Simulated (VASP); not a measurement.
# KCl (Pm-3m) in VASP: a series of runs

The runs below take KCl through electric field gradients, with PBEsol.

Everything below comes from runs of VASP 6.6.1. Logs are shortened: lines on timing, memory, paths and dates and some standing lists are left out, and cuts for length are marked.

### 1 The cell of the first run

It takes space group Pm-3m (No. 221, cubic). The conventional cell has a = 3.560 Å, b = 3.560 Å, c = 3.560 Å, α = 90.00°, β = 90.00°, γ = 90.00°. Within 4.1 Å of K (site symmetry m-3m) lie 8 Cl at 3.08 Å and 6 K at 3.56 Å. Within 4.1 Å of Cl (site symmetry m-3m) lie 8 K at 3.08 Å and 6 Cl at 3.56 Å.

### 2 Electric field gradients, PBEsol (volume scaled by 0.94)

File INCAR:

```
PREC = Accurate
ENCUT = 520
EDIFF = 1E-8
ISMEAR = -1
SIGMA = 0.02
LREAL = False
LASPH = True
NELM = 80
ALGO = Normal
ISIF = 2
LWAVE = False
LCHARG = False
GGA = PS
LEFG = True
NBANDS = 15
```

File KPOINTS:

```
Automatic mesh
0
Gamma
  7 7 7
```

File POSCAR:

```
KCl
1.0
    3.5598159191      0.0000000000      0.0000000000
    0.0000000000      3.5598159191      0.0000000000
    0.0000000000      0.0000000000      3.5598159191
K Cl
1 1
Direct
    0.0000000000      0.0000000000      0.0000000000
    0.5000000000      0.5000000000      0.5000000000
```

Potentials or basis: VASP PAW PBE potentials, release 64 (K_sv, Cl).

Command:

```
> cat potpaw_PBE.64/K_sv/POTCAR potpaw_PBE.64/Cl/POTCAR > POTCAR
> mpirun -np 1 vasp_std > vasp.out
```

OUTCAR:

```text
PREC = Accurate
   ENCUT = 520
   EDIFF = 1E-8
   ISMEAR = -1
   LREAL = False
   LASPH = True
   NELM = 80
   ISIF = 2
   GGA = PS

 ion  position               nearest neighbor table
   1  0.000  0.000  0.000-   2 3.08   2 3.08   2 3.08   2 3.08   2 3.08   2 3.08   2 3.08   2 3.08

   2  0.500  0.500  0.500-   1 3.08   1 3.08   1 3.08   1 3.08   1 3.08   1 3.08   1 3.08   1 3.08

  LATTYP: Found a simple cubic cell.
 ALAT       =     3.5598159191

  Lattice vectors:

 A1 = (   3.5598159191,   0.0000000000,   0.0000000000)
 A2 = (   0.0000000000,   3.5598159191,   0.0000000000)
 A3 = (   0.0000000000,   0.0000000000,   3.5598159191)

Analysis of symmetry for initial positions (statically):
=====================================================================
 Subroutine PRICEL returns:
 Original cell was already a primitive cell.

 Routine SETGRP: Setting up the symmetry group for a
 simple cubic supercell.

 Subroutine GETGRP returns: Found 48 space group operations
 (whereof 48 operations were pure point group operations)
 out of a pool of 48 trial point group operations.

The static configuration has the point symmetry O_h .

Analysis of symmetry for dynamics (positions and initial velocities):
=====================================================================
 Subroutine PRICEL returns:
 Original cell was already a primitive cell.

 Routine SETGRP: Setting up the symmetry group for a
 simple cubic supercell.

 Subroutine GETGRP returns: Found 48 space group operations
 (whereof 48 operations were pure point group operations)
 out of a pool of 48 trial point group operations.

The dynamic configuration has the point symmetry O_h .

 Subroutine INISYM returns: Found 48 space group operations
 (whereof 48 operations are pure point group operations),
 and found     1 'primitive' translations

----------------------------------------------------------------------------------------

                                     Primitive cell

  volume of cell :      45.1110

  direct lattice vectors                    reciprocal lattice vectors
     3.559815919  0.000000000  0.000000000     0.280913402  0.000000000  0.000000000
     0.000000000  3.559815919  0.000000000     0.000000000  0.280913402  0.000000000
     0.000000000  0.000000000  3.559815919     0.000000000  0.000000000  0.280913402

  length of vectors
     3.559815919  3.559815919  3.559815919     0.280913402  0.280913402  0.280913402

  position of ions in fractional coordinates (direct lattice)
     0.000000000  0.000000000  0.000000000
     0.500000000  0.500000000  0.500000000

  ion indices of the primitive-cell ions
   primitive index   ion index
                 1           1
                 2           2

----------------------------------------------------------------------------------------

 KPOINTS: Automatic mesh

Automatic generation of k-mesh.
 Grid dimensions read from file:
 generate k-points for:    7    7    7

 Generating k-lattice:

  Cartesian coordinates                     Fractional coordinates (reciprocal lattice)
     0.040130486  0.000000000  0.000000000     0.142857143  0.000000000  0.000000000
     0.000000000  0.040130486  0.000000000     0.000000000  0.142857143  0.000000000
     0.000000000  0.000000000  0.040130486     0.000000000  0.000000000  0.142857143

  Length of vectors
     0.040130486  0.040130486  0.040130486

  Shift w.r.t. Gamma in fractional coordinates (k-lattice)
     0.000000000  0.000000000  0.000000000

 Subroutine IBZKPT returns following result:
 ===========================================

 Found     20 irreducible k-points:

 Following reciprocal coordinates:
            Coordinates               Weight
  0.000000  0.000000  0.000000      1.000000
  0.142857  0.000000  0.000000      6.000000
  0.285714  0.000000  0.000000      6.000000
  0.428571  0.000000  0.000000      6.000000
  0.142857  0.142857  0.000000     12.000000
  0.285714  0.142857  0.000000     24.000000
[... 12 lines left out ...]
  0.428571  0.428571  0.285714     24.000000
  0.428571  0.428571  0.428571      8.000000
   k-points           NKPTS =     20   k-points in BZ     NKDIM =     20   number of bands    NBANDS=     15
   number of dos      NEDOS =    301   number of ions     NIONS =      2
   total plane-waves  NPLWV =  21952
   dimension x,y,z NGX =    28 NGY =   28 NGZ =   28
   dimension x,y,z NGXF=    56 NGYF=   56 NGZF=   56
   ions per type =               1   1
   NGX,Y,Z   is equivalent  to a cutoff of  13.08, 13.08, 13.08 a.u.
   NGXF,Y,Z  is equivalent  to a cutoff of  26.15, 26.15, 26.15 a.u.
 SYSTEM =  unknown system
   PREC   = accura    normal or accurate (medium, high low for compatibility)
   ISTART =      0    job   : 0-new  1-cont  2-samecut
   ICHARG =      2    charge: 1-file 2-atom 10-const
   ISPIN  =      1    spin polarized calculation?
   LNONCOLLINEAR =      F non collinear calculations
   LSORBIT =      F    spin-orbit coupling
   LASPH  =      T    aspherical Exc in radial PAW
   ENCUT  =  520.0 eV  38.22 Ry    6.18 a.u.   6.62  6.62  6.62*2*pi/ulx,y,z
   NELM   =     80;   NELMIN=  2; NELMDL= -5     # of ELM steps
   EDIFF  = 0.1E-07   stopping-criterion for ELM
   LREAL  =      F    real-space projection
   EDIFFG = 0.1E-06   stopping-criterion for IOM
   NSW    =      0    number of steps for IOM
   IBRION =     -1    ionic relax: 0-MD 1-quasi-New 2-CG
   NFREE  =      0    steps in history (QN), initial steepest desc. (CG)
   ISIF   =      2    stress and relaxation
   ISYM   =      2    0-nonsym 1-usesym 2-fastsym
   POTIM  = 0.5000    time-step for ionic-motion
   TEBEG  =    0.0;   TEEND  =   0.0 temperature during run
   PSTRESS=    0.0 pullay stress
   NELECT =      16.0000    total number of electrons
   NUPDOWN=      -1.0000    fix difference up-down
   EMIN   =  10.00;   EMAX   =-10.00  energy-range for DOS
   EFERMI =   0.00;   METHOD = LEGACY
   ISMEAR =    -1;   SIGMA  =   0.02  broadening in eV -4-tet -1-fermi 0-gaus
   EFERMI_NEDOS =   21; number of points for ismear=-14 and -15
   IALGO  =     38    algorithm
   IMIX   =      4    mixing-type and parameters
     AMIX     =   0.40;   BMIX     =  1.00
     AMIX_MAG =   1.60;   BMIX_MAG =  1.00
  volume/ion in A,a.u.               =      22.56       152.21
  Fermi-wavevector in a.u.,A,eV,Ry     =   1.158832  2.189876 18.271161  1.342892
  Thomas-Fermi vector in A             =   2.295431
   LORBIT       =      0    0 simple, 1 ext, 2 COOP (PROOUT), +10 PAW based schemes
   GGA     = PS    functional components
   LHFCALC =     F    Hartree Fock is set to
   AEXX    =    0.0000 exact exchange contribution
   IVDW    =     0    specifies the selected vdW correction
   LEPSILON=     F    determine dielectric tensor
   LRPA    =     F    only Hartree local field effects (RPA)
 non-spin polarized calculation
  energy-cutoff  :      520.00
  volume of cell :       45.11
 maximum number of plane-waves:      1235
 NGX is ok and might be reduce to    28
   NGX = 13   NGY = 13   NGZ = 13

 number of electron      16.0000005 magnetization

 Free energy of the ion-electron system (eV)
  ---------------------------------------------------
  ext. energy  EPLUGINS =         0.00000000
  ---------------------------------------------------
  free energy    TOTEN  =        -6.82067713 eV

  energy without entropy =       -6.82067713  energy(sigma->0) =       -6.82067713

 E-fermi :   0.8277     XC(G=0):  -9.3272

 val. band max:        0.3495504620   @ k =   0.4286   0.4286   0.0000
 cond. band min:       6.0921639018   @ k =   0.0000   0.0000   0.0000
 fundamental gap:      5.7426134398
 Fermi energy:         0.8276820857

 k-point     1 :       0.0000    0.0000    0.0000
  band No.  band energies     occupation
      1     -27.2077      2.00000
      2     -12.6748      2.00000
      3     -10.5969      2.00000
      4     -10.5969      2.00000
      5     -10.5969      2.00000
      6       0.1420      2.00000
      7       0.1420      2.00000
      8       0.1420      2.00000
      9       6.0922      0.00000
     10       6.4771      0.00000
     11       6.4771      0.00000
     12      11.5539      0.00000
     13      11.5539      0.00000
     14      11.5539      0.00000
[... 329 lines left out ...]
      2     -12.0046      2.00000
      3     -10.9142      2.00000
      4     -10.9114      2.00000
      5     -10.9114      2.00000
      6      -1.5183      2.00000
      7      -1.5183      2.00000
      8      -1.4300      2.00000
      9       9.2078      0.00000
     10       9.5923      0.00000
     11       9.5923      0.00000
     12      11.2850      0.00000
     13      11.2975      0.00000
     14      11.2975      0.00000
     15      13.9157      0.00000

------------------------ aborting loop because EDIFF is reached ----------------------------------------

  FORCE on cell =-STRESS in cart. coord.  units (eV):
  Direction    XX          YY          ZZ          XY          YZ          ZX
  --------------------------------------------------------------------------------------
  -------------------------------------------------------------------------------------
  Total        1.3367232      1.3367232      1.3367232      0.0000000      0.0000000      0.0000000
  in kB       47.4754899     47.4754899     47.4754899      0.0000000      0.0000000      0.0000000
  external PRESSURE =      47.4754899 kB  Pullay stress =       0.0000000 kB

 VOLUME and BASIS-vectors are now :
 -----------------------------------------------------------------------------
  energy-cutoff  :      520.00
  volume of cell :       45.11
      direct lattice vectors                 reciprocal lattice vectors
     3.559815919  0.000000000  0.000000000     0.280913402  0.000000000  0.000000000
     0.000000000  3.559815919  0.000000000     0.000000000  0.280913402  0.000000000
     0.000000000  0.000000000  3.559815919     0.000000000  0.000000000  0.280913402

 POSITION                                       TOTAL-FORCE (eV/Angst)
 -----------------------------------------------------------------------------------
      0.00000      0.00000      0.00000         0.000000      0.000000      0.000000
      1.77991      1.77991      1.77991         0.000000      0.000000      0.000000
 -----------------------------------------------------------------------------------
    total drift:                               -0.000000      0.000000      0.000000

  FREE ENERGIE OF THE ION-ELECTRON SYSTEM (eV)
  ---------------------------------------------------
  free  energy   TOTEN  =        -6.8206771260 eV

  energy  without entropy=       -6.8206771260  energy(sigma->0) =       -6.82067713

 Electric field gradients (V/A^2)
---------------------------------------------------------------------
 ion       V_xx      V_yy      V_zz      V_xy      V_xz      V_yz
---------------------------------------------------------------------
   1       0.000     0.000     0.000     0.000     0.000    -0.000
   2      -0.000    -0.000     0.000    -0.000     0.000    -0.000
---------------------------------------------------------------------

 Electric field gradients after diagonalization (V/A^2)
 (convention: |V_zz| > |V_xx| > |V_yy|)
----------------------------------------------------------------------
 ion       V_xx      V_yy      V_zz     asymmetry (V_yy - V_xx)/ V_zz
----------------------------------------------------------------------
   1       0.000     0.000     0.000      -0.082
   2      -0.000    -0.000     0.000       0.137
----------------------------------------------------------------------

           NMR quadrupolar parameters

 Cq : quadrupolar parameter    Cq=e*Q*V_zz/h
 eta: asymmetry parameters     (V_yy - V_xx)/ V_zz
 Q  : nuclear electric quadrupole moment in mb (millibarn)
----------------------------------------------------------------------
 ion       Cq(MHz)       eta       Q (mb)
----------------------------------------------------------------------
   1       0.000      -0.082       1.000
   2       0.000       0.137       1.000
----------------------------------------------------------------------
```

It took 14 s on 1 thread of Intel Xeon Platinum 8259CL at 2.50GHz (Skylake/Cascade Lake), shared host; peak memory 0.15 GiB.

Results:

```
Free energy            : -6.8207 eV
Pressure               : 4.7 GPa
Band gap on the k mesh : 5.74 eV, indirect (least direct gap 5.95 eV)
```

Levels at points of the mesh, in eV from the valence-band top:
| k point | band 4 | band 5 | band 6 | band 7 | band 8 | band 9 | band 10 | band 11 | band 12 | band 13 |
| --- | --- | --- | --- | --- | --- | --- | --- | --- | --- | --- |
| (0.00, 0.00, 0.00) | -10.95 | -10.95 | -0.21 | -0.21 | -0.21 | 5.74 | 6.13 | 6.13 | 11.20 | 11.20 |

Caveat: without QUAD_EFG the Cq values of the log hold for a quadrupole moment of 1 mb, not for the nuclei; the PAW data sets were made with another functional, which shifts forces and pressure a little. A k mesh can miss the band edges.

### 3 Electric field gradients, PBEsol (volume scaled by 0.96)

File INCAR:

```
SYSTEM = KCl
ALGO = Normal
EDIFF = 1E-8
ENCUT = 520
GGA = PS
ISIF = 2
ISMEAR = -1
LASPH = .True.
LCHARG = .False.
LEFG = .True.
LREAL = .False.
LWAVE = .False.
NBANDS = 15
NELM = 80
PREC = Accurate
SIGMA = 0.02
```

File KPOINTS:

```
k-points
0
Gamma
  7 7 7
  0 0 0
```

File POSCAR:

```
KCl
1.0
    3.5848858712      0.0000000000      0.0000000000
    0.0000000000      3.5848858712      0.0000000000
    0.0000000000      0.0000000000      3.5848858712
K Cl
1 1
Direct
    0.0000000000      0.0000000000      0.0000000000
    0.5000000000      0.5000000000      0.5000000000
```

Potentials or basis: VASP PAW PBE potentials, release 64 (K_sv, Cl).

Command:

```
> cat potpaw_PBE.64/K_sv/POTCAR potpaw_PBE.64/Cl/POTCAR > POTCAR
> mpirun -np 1 vasp_std > vasp.out
```

OUTCAR:

```text
SYSTEM = KCl
   EDIFF = 1E-8
   ENCUT = 520
   GGA = PS
   ISIF = 2
   ISMEAR = -1
   LASPH = .True.
   LREAL = .False.
   NELM = 80
   PREC = Accurate

 ion  position               nearest neighbor table
   1  0.000  0.000  0.000-   2 3.10   2 3.10   2 3.10   2 3.10   2 3.10   2 3.10   2 3.10   2 3.10

   2  0.500  0.500  0.500-   1 3.10   1 3.10   1 3.10   1 3.10   1 3.10   1 3.10   1 3.10   1 3.10

  LATTYP: Found a simple cubic cell.
 ALAT       =     3.5848858712

  Lattice vectors:

 A1 = (   3.5848858712,   0.0000000000,   0.0000000000)
[... 567 lines left out ...]
  free  energy   TOTEN  =        -6.8467536203 eV

  energy  without entropy=       -6.8467536203  energy(sigma->0) =       -6.84675362

 Electric field gradients (V/A^2)
---------------------------------------------------------------------
 ion       V_xx      V_yy      V_zz      V_xy      V_xz      V_yz
---------------------------------------------------------------------
   1      -0.000    -0.000    -0.000     0.000    -0.000     0.000
   2       0.000    -0.000    -0.000    -0.000     0.000     0.000
---------------------------------------------------------------------

 Electric field gradients after diagonalization (V/A^2)
 (convention: |V_zz| > |V_xx| > |V_yy|)
----------------------------------------------------------------------
 ion       V_xx      V_yy      V_zz     asymmetry (V_yy - V_xx)/ V_zz
----------------------------------------------------------------------
   1      -0.000    -0.000    -0.000      -0.166
   2      -0.000    -0.000     0.000       0.641
----------------------------------------------------------------------

           NMR quadrupolar parameters

 Cq : quadrupolar parameter    Cq=e*Q*V_zz/h
 eta: asymmetry parameters     (V_yy - V_xx)/ V_zz
 Q  : nuclear electric quadrupole moment in mb (millibarn)
----------------------------------------------------------------------
 ion       Cq(MHz)       eta       Q (mb)
----------------------------------------------------------------------
   1      -0.000      -0.166       1.000
   2       0.000       0.641       1.000
----------------------------------------------------------------------
```

stdout:

```text
POSCAR found type information on POSCAR K Cl
 POSCAR found :  2 types and       2 ions
 scaLAPACK will be used
 -----------------------------------------------------------------------------
|                                                                             |
|                                                                             |
|     You enforced a specific xc type in the INCAR file but a different       |
|     I HOPE YOU KNOW WHAT YOU ARE DOING!                                     |
|                                                                             |
 -----------------------------------------------------------------------------

 LDA part: xc-table for (Slater+PW92), standard interpolation
 POSCAR, INCAR and KPOINTS ok, starting setup
 FFT: planning ... GRIDC
 FFT: planning ... GRID_SOFT
 FFT: planning ... GRID
 WAVECAR not read
 entering main loop
ion   1

ion   2
```

Wall time 14 s (1 thread of Intel Xeon Platinum 8259CL at 2.50GHz (Skylake/Cascade Lake), shared host); peak memory 0.16 GiB.

Results:

- Free energy: -6.8468 eV
- Pressure: 3.9 GPa
- Band gap on the k mesh: 5.62 eV, indirect (least direct gap 5.83 eV)

Caveat: without QUAD_EFG the Cq values of the log hold for a quadrupole moment of 1 mb, not for the nuclei; the PAW data sets were made with another functional, which shifts forces and pressure a little. A k mesh can miss the band edges.

[end of part 1 of 2]
